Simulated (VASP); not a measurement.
# W9C8 in VASP: single point with PBEsol

Aim: the single point of W9C8 with PBEsol.

Everything below comes from runs of VASP 6.6.1. Logs are shortened: lines on timing, memory, paths and dates and some standing lists are left out, and cuts for length are marked.

## 1. The cell of the first run

The cell holds a slab with vacuum, 17 atoms: a = 5.704 Å, b = 5.704 Å, c = 17.201 Å, α = 90.00°, β = 90.00°, γ = 120.00°.

## 2. Single point, PBEsol

Contents of INCAR:

```
SYSTEM = W9C8
ALGO     = Normal         ! electronic algorithm
EDIFF    = 1E-6           ! SCF threshold, eV
ENCUT    = 1000           ! plane-wave cutoff, eV
GGA      = PS             ! functional
GGA_COMPAT= .FALSE.      
ISIF     = 2              ! what is computed and relaxed
ISMEAR   = 0              ! smearing method
LASPH    = .TRUE.         ! aspherical terms in the spheres
LCHARG   = .FALSE.        ! write CHGCAR
LREAL    = Auto         
LWAVE    = .FALSE.        ! write WAVECAR
NBANDS   = 93             ! bands
NELM     = 120            ! most SCF steps
NELMDL   = -8           
PREC     = Accurate       ! precision mode
SIGMA    = 0.05           ! smearing width, eV
```

Contents of KPOINTS:

```
k-points
0
G
  3 3 1
  0 0 0
```

Contents of POSCAR:

```
W9C8
1.0
    5.7040600000      0.0000000000      0.0000000000
   -2.8520300000      4.9398610000      0.0000000000
    0.0000000000      0.0000000000     17.2011400000
W C
9 8
Direct
    0.0000000000      0.0000000000      0.0581357000
    0.0070808041      0.0035333585      0.2218427868
    0.0000000000      0.5000000000      0.0581357000
    0.0000019233      0.4999834312      0.2243643597
    0.5000000000      0.0000000000      0.0581357000
    0.4964701757      0.0035524575      0.2218412353
    0.5000000000      0.5000000000      0.0581357000
    0.4964897221      0.4929708177      0.2218456728
    0.6666853609     -0.1666342739      0.3542903430
    0.3333488559      0.1667007977      0.1343894978
    0.3333623296      0.1667103518      0.2918389571
    0.3319048512      0.6659546337      0.1360507373
    0.3310702250      0.6655568052      0.3001174481
    0.8340702418      0.1681398310      0.1360550682
    0.8344849370      0.1689802567      0.3001216022
    0.8340441940      0.6659594080      0.1360504599
    0.8345188447      0.6655728491      0.3001225657
```

Potentials or basis: VASP PAW PBE potentials, release 64 (W_sv, C_h).

On the command line:

```
$ cat potpaw_PBE.64/W_sv/POTCAR potpaw_PBE.64/C_h/POTCAR > POTCAR
$ mpirun -np 1 vasp_std > vasp.out
```

OUTCAR:

```text
SYSTEM = W9C8
   EDIFF = 1E-6
   ENCUT = 1000
   GGA = PS
   ISIF = 2
   ISMEAR = 0
   LASPH = .TRUE.
   LREAL = Auto
   NELM = 120
   NELMDL = -8
   PREC = Accurate

 ion  position               nearest neighbor table
   1  0.000  0.000  0.058-  10 2.11  16 2.13  14 2.13   2 2.82   5 2.85   5 2.85   3 2.85   3 2.85
                             7 2.85   7 2.85
   2  0.007  0.004  0.222-  11 2.01  17 2.14  15 2.15  10 2.20  16 2.23  14 2.23   6 2.79   8 2.79
                             1 2.82   9 2.83   4 2.85   4 2.85   8 2.91   6 2.91
   3  0.000  0.500  0.058-  14 2.12  12 2.12  16 2.12   7 2.85   7 2.85   5 2.85   1 2.85   1 2.85
                             5 2.85   4 2.86
   4  0.000  0.500  0.224-  15 2.09  13 2.09  17 2.09  14 2.23  12 2.24  16 2.24   6 2.85   2 2.85
                             8 2.85   8 2.85   2 2.85   6 2.85   3 2.86
   5  0.500  0.000  0.058-  10 2.11  12 2.13  14 2.13   6 2.82   1 2.85   1 2.85   3 2.85   7 2.85
                             7 2.85   3 2.85
   6  0.496  0.004  0.222-  11 2.01  13 2.15  15 2.15  10 2.20  14 2.23  12 2.23   2 2.79   8 2.79
                             5 2.82   9 2.83   4 2.85   4 2.85   8 2.91   2 2.91
   7  0.500  0.500  0.058-  10 2.11  16 2.13  12 2.13   8 2.82   3 2.85   3 2.85   5 2.85   5 2.85
                             1 2.85   1 2.85
   8  0.496  0.493  0.222-  11 2.01  13 2.14  17 2.15  10 2.20  16 2.23  12 2.23   6 2.79   2 2.79
                             7 2.82   9 2.83   4 2.85   4 2.85   2 2.91   6 2.91
   9  0.667  0.833  0.354-  15 1.90  13 1.90  17 1.90   8 2.83   2 2.83   6 2.83
  10  0.333  0.167  0.134-   7 2.11   1 2.11   5 2.11   6 2.20   2 2.20   8 2.20
  11  0.333  0.167  0.292-   8 2.01   6 2.01   2 2.01
  12  0.332  0.666  0.136-   3 2.12   5 2.13   7 2.13   8 2.23   6 2.23   4 2.24
  13  0.331  0.666  0.300-   9 1.90   4 2.09   8 2.14   6 2.15
  14  0.834  0.168  0.136-   3 2.12   1 2.13   5 2.13   6 2.23   2 2.23   4 2.23
  15  0.834  0.169  0.300-   9 1.90   4 2.09   6 2.15   2 2.15
  16  0.834  0.666  0.136-   3 2.12   1 2.13   7 2.13   8 2.23   2 2.23   4 2.24
  17  0.835  0.666  0.300-   9 1.90   4 2.09   2 2.14   8 2.15

  LATTYP: Found a hexagonal cell.
 ALAT       =     5.7040600000
 C/A-ratio  =     3.0155959089

  Lattice vectors:

 A1 = (   5.7040600000,   0.0000000000,   0.0000000000)
 A2 = (  -2.8520300000,   4.9398610000,   0.0000000000)
 A3 = (   0.0000000000,   0.0000000000,  17.2011400000)

Analysis of symmetry for initial positions (statically):
=====================================================================
 Subroutine PRICEL returns:
 Original cell was already a primitive cell.

 Routine SETGRP: Setting up the symmetry group for a
 hexagonal supercell.

 Subroutine GETGRP returns: Found  1 space group operations
 (whereof  1 operations were pure point group operations)
 out of a pool of 24 trial point group operations.

The static configuration has the point symmetry C_1 .

Analysis of symmetry for dynamics (positions and initial velocities):
=====================================================================
 Subroutine PRICEL returns:
 Original cell was already a primitive cell.

 Routine SETGRP: Setting up the symmetry group for a
 hexagonal supercell.

 Subroutine GETGRP returns: Found  1 space group operations
 (whereof  1 operations were pure point group operations)
 out of a pool of 24 trial point group operations.

The dynamic configuration has the point symmetry C_1 .

 Subroutine INISYM returns: Found  1 space group operations
 (whereof  1 operations are pure point group operations),
 and found     1 'primitive' translations

----------------------------------------------------------------------------------------

                                     Primitive cell

  volume of cell :     484.6811

  direct lattice vectors                    reciprocal lattice vectors
     5.704060000  0.000000000  0.000000000     0.175313724  0.101217423  0.000000000
    -2.852030000  4.939861000  0.000000000     0.000000000  0.202434846  0.000000000
     0.000000000  0.000000000 17.201140000     0.000000000  0.000000000  0.058135682

  length of vectors
     5.704060000  5.704060117 17.201140000     0.202434850  0.202434846  0.058135682

  position of ions in fractional coordinates (direct lattice)
     0.000000000  0.000000000  0.058135700
     0.007080804  0.003533359  0.221842787
     0.000000000  0.500000000  0.058135700
     0.000001923  0.499983431  0.224364360
     0.500000000  0.000000000  0.058135700
     0.496470176  0.003552457  0.221841235
[... 9 lines left out ...]
     0.834044194  0.665959408  0.136050460
     0.834518845  0.665572849  0.300122566

  ion indices of the primitive-cell ions
   primitive index   ion index
                 1           1
                 2           2
                 3           3
                 4           4
                 5           5
                 6           6
[... 9 lines left out ...]
                16          16
                17          17

----------------------------------------------------------------------------------------

 KPOINTS: k-points

Automatic generation of k-mesh.
 Grid dimensions read from file:
 generate k-points for:    3    3    1

 Generating k-lattice:

  Cartesian coordinates                     Fractional coordinates (reciprocal lattice)
     0.058437908  0.033739141  0.000000000     0.333333333 -0.000000000  0.000000000
     0.000000000  0.067478282  0.000000000     0.000000000  0.333333333  0.000000000
     0.000000000  0.000000000  0.058135682     0.000000000  0.000000000  1.000000000

  Length of vectors
     0.067478283  0.067478282  0.058135682

  Shift w.r.t. Gamma in fractional coordinates (k-lattice)
     0.000000000  0.000000000  0.000000000

 Subroutine IBZKPT returns following result:
 ===========================================

 Found      5 irreducible k-points:

 Following reciprocal coordinates:
            Coordinates               Weight
  0.000000  0.000000  0.000000      1.000000
  0.333333  0.000000  0.000000      2.000000
  0.000000  0.333333  0.000000      2.000000
 -0.333333  0.333333  0.000000      2.000000
  0.333333  0.333333  0.000000      2.000000
   k-points           NKPTS =      5   k-points in BZ     NKDIM =      5   number of bands    NBANDS=     93
   number of dos      NEDOS =    301   number of ions     NIONS =     17
   total plane-waves  NPLWV = 648000
   dimension x,y,z NGX =    60 NGY =   60 NGZ =  180
   dimension x,y,z NGXF=   120 NGYF=  120 NGZF=  360
   ions per type =               9   8
   NGX,Y,Z   is equivalent  to a cutoff of  17.49, 17.49, 17.40 a.u.
   NGXF,Y,Z  is equivalent  to a cutoff of  34.97, 34.97, 34.79 a.u.
 SYSTEM =  W9C8
   PREC   = accura    normal or accurate (medium, high low for compatibility)
   ISTART =      0    job   : 0-new  1-cont  2-samecut
   ICHARG =      2    charge: 1-file 2-atom 10-const
   ISPIN  =      1    spin polarized calculation?
   LNONCOLLINEAR =      F non collinear calculations
   LSORBIT =      F    spin-orbit coupling
   LASPH  =      T    aspherical Exc in radial PAW
   ENCUT  = 1000.0 eV  73.50 Ry    8.57 a.u.  14.71 14.71 44.35*2*pi/ulx,y,z
   NELM   =    120;   NELMIN=  2; NELMDL= -8     # of ELM steps
   EDIFF  = 0.1E-05   stopping-criterion for ELM
   LREAL  =      T    real-space projection
   EDIFFG = 0.1E-04   stopping-criterion for IOM
   NSW    =      0    number of steps for IOM
   IBRION =     -1    ionic relax: 0-MD 1-quasi-New 2-CG
   NFREE  =      0    steps in history (QN), initial steepest desc. (CG)
   ISIF   =      2    stress and relaxation
   ISYM   =      2    0-nonsym 1-usesym 2-fastsym
   POTIM  = 0.5000    time-step for ionic-motion
   TEBEG  =    0.0;   TEEND  =   0.0 temperature during run
   PSTRESS=    0.0 pullay stress
   NELECT =     158.0000    total number of electrons
   NUPDOWN=      -1.0000    fix difference up-down
   EMIN   =  10.00;   EMAX   =-10.00  energy-range for DOS
   EFERMI =   0.00;   METHOD = LEGACY
   ISMEAR =     0;   SIGMA  =   0.05  broadening in eV -4-tet -1-fermi 0-gaus
   EFERMI_NEDOS =   21; number of points for ismear=-14 and -15
   IALGO  =     38    algorithm
   IMIX   =      4    mixing-type and parameters
     AMIX     =   0.40;   BMIX     =  1.00
     AMIX_MAG =   1.60;   BMIX_MAG =  1.00
  volume/ion in A,a.u.               =      28.51       192.40
  Fermi-wavevector in a.u.,A,eV,Ry     =   1.126701  2.129155 17.271972  1.269454
  Thomas-Fermi vector in A             =   2.263384
   LORBIT       =      0    0 simple, 1 ext, 2 COOP (PROOUT), +10 PAW based schemes
   GGA     = PS    functional components
   LHFCALC =     F    Hartree Fock is set to
   AEXX    =    0.0000 exact exchange contribution
   IVDW    =     0    specifies the selected vdW correction
   LEPSILON=     F    determine dielectric tensor
   LRPA    =     F    only Hartree local field effects (RPA)
 non-spin polarized calculation
 Gauss-broadening in eV      SIGMA  =   0.05
  energy-cutoff  :     1000.00
  volume of cell :      484.68
 maximum number of plane-waves:     34827
   NGX = 29   NGY = 29   NGZ = 89

 number of electron     157.9999998 magnetization

 Free energy of the ion-electron system (eV)
  ---------------------------------------------------
  ext. energy  EPLUGINS =         0.00000000
  ---------------------------------------------------
  free energy    TOTEN  =      -189.03662307 eV

  energy without entropy =     -189.02324051  energy(sigma->0) =     -189.02993179

 E-fermi :   1.8202     XC(G=0):  -6.4324

 val. band max:        1.7677319666   @ k =   0.0000   0.0000   0.0000
 cond. band min:       1.8527583198   @ k =   0.0000   0.3333   0.0000
 fundamental gap:      0.0850263532
 Fermi energy:         1.8202070562

 k-point     1 :       0.0000    0.0000    0.0000
  band No.  band energies     occupation
      1     -72.5829      2.00000
      2     -72.3653      2.00000
      3     -72.1563      2.00000
      4     -72.1334      2.00000
      5     -72.0930      2.00000
      6     -72.0929      2.00000
[... 83 lines left out ...]
     90       4.1584      0.00000
     91       5.0833      0.00000

 k-point     2 :       0.3333    0.0000    0.0000
  band No.  band energies     occupation
      1     -72.5829      2.00000
      2     -72.3628      2.00000
      3     -72.1415      2.00000
      4     -72.1227      2.00000
      5     -72.1048      2.00000
      6     -72.0929      2.00000
[... 83 lines left out ...]
     90       4.0724      0.00000
     91       4.5575      0.00000

 k-point     3 :       0.0000    0.3333    0.0000
  band No.  band energies     occupation
      1     -72.5829      2.00000
      2     -72.3628      2.00000
      3     -72.1415      2.00000
      4     -72.1227      2.00000
      5     -72.1048      2.00000
      6     -72.0929      2.00000
[... 83 lines left out ...]
     90       4.0724      0.00000
     91       4.5576      0.00000

 k-point     4 :      -0.3333    0.3333    0.0000
  band No.  band energies     occupation
      1     -72.5829      2.00000
      2     -72.3628      2.00000
      3     -72.1415      2.00000
      4     -72.1227      2.00000
      5     -72.1048      2.00000
      6     -72.0930      2.00000
[... 83 lines left out ...]
     90       4.0724      0.00000
     91       4.5574      0.00000

 k-point     5 :       0.3333    0.3333    0.0000
  band No.  band energies     occupation
      1     -72.5829      2.00000
      2     -72.3616      2.00000
      3     -72.1275      2.00000
      4     -72.1175      2.00000
      5     -72.1053      2.00000
      6     -72.1013      2.00000
[... 83 lines left out ...]
     90       4.1492      0.00000
     91       4.2794      0.00000
 [bands above 91 left out]

------------------------ aborting loop because EDIFF is reached ----------------------------------------

  FORCE on cell =-STRESS in cart. coord.  units (eV):
  Direction    XX          YY          ZZ          XY          YZ          ZX
  --------------------------------------------------------------------------------------
  -------------------------------------------------------------------------------------
  Total        9.4715759      9.4809190      1.0776067      0.0001997     -0.0088176     -0.0019898
  in kB       31.3095469     31.3404318      3.5621714      0.0006600     -0.0291478     -0.0065777
  external PRESSURE =      22.0707167 kB  Pullay stress =       0.0000000 kB

 VOLUME and BASIS-vectors are now :
 -----------------------------------------------------------------------------
  energy-cutoff  :     1000.00
  volume of cell :      484.68
      direct lattice vectors                 reciprocal lattice vectors
     5.704060000  0.000000000  0.000000000     0.175313724  0.101217423  0.000000000
    -2.852030000  4.939861000  0.000000000     0.000000000  0.202434846  0.000000000
     0.000000000  0.000000000 17.201140000     0.000000000  0.000000000  0.058135682

 POSITION                                       TOTAL-FORCE (eV/Angst)
 -----------------------------------------------------------------------------------
      0.00000      0.00000      1.00000        -0.254855     -0.146137     -0.225104
      0.03031      0.01745      3.81595         0.001930      0.005380     -0.000874
     -1.42602      2.46993      1.00000         0.000018      0.000651      0.403755
     -1.42596      2.46985      3.85932        -0.001306      0.005877     -0.010519
      2.85203      0.00000      1.00000         0.254830     -0.146148     -0.225256
      2.82176      0.01755      3.81592        -0.002051      0.001737     -0.000459
[... 9 lines left out ...]
      2.85810      3.28975      2.34022         0.004395     -0.001718      0.000390
      2.86191      3.28784      5.16245         0.047597     -0.029693      0.024287
 -----------------------------------------------------------------------------------
    total drift:                               -0.000421     -0.000628     -0.019485

  FREE ENERGIE OF THE ION-ELECTRON SYSTEM (eV)
  ---------------------------------------------------
  free  energy   TOTEN  =      -189.0366230741 eV

  energy  without entropy=     -189.0232405062  energy(sigma->0) =     -189.02993179
```

Wall time 41 min (1 thread of Intel Xeon Platinum 8259CL at 2.50GHz (Skylake/Cascade Lake), shared host); peak memory 1.4 GiB.

What came out:

```yaml
Free_energy: -189.0366 eV
Largest_force: 0.404 eV/Å
Band_gap_on_the_k_mesh: zero (bands 79 and 80 overlap by 0.75 eV)
```

Forces on the atoms (eV/Å):
```
W   -0.255 -0.146 -0.225
W    0.002  0.005 -0.001
W    0.000  0.001  0.404
W   -0.001  0.006 -0.011
W    0.255 -0.146 -0.225
W   -0.002  0.002  0.000
W    0.000  0.295 -0.226
W    0.000 -0.006 -0.002
W    0.000  0.000  0.131
C    0.000 -0.002 -0.005
C    0.000 -0.001  0.087
C   -0.003 -0.001  0.000
C   -0.048 -0.028  0.025
C    0.000  0.000 -0.001
C    0.001  0.054  0.025
C    0.004 -0.002  0.000
C    0.048 -0.030  0.024
```

Caveat: the k points lie up to 0.42 Å⁻¹ apart, too coarse for converged energies and pressures of a metal; there is no dipole correction, which matters where the two faces differ; the PAW data sets were made with another functional, which shifts forces and pressure a little; spin-orbit coupling is left out, which moves the levels of the heavy elements.

The gap in the log of VASP goes by the Fermi energy; the results here count the filled bands.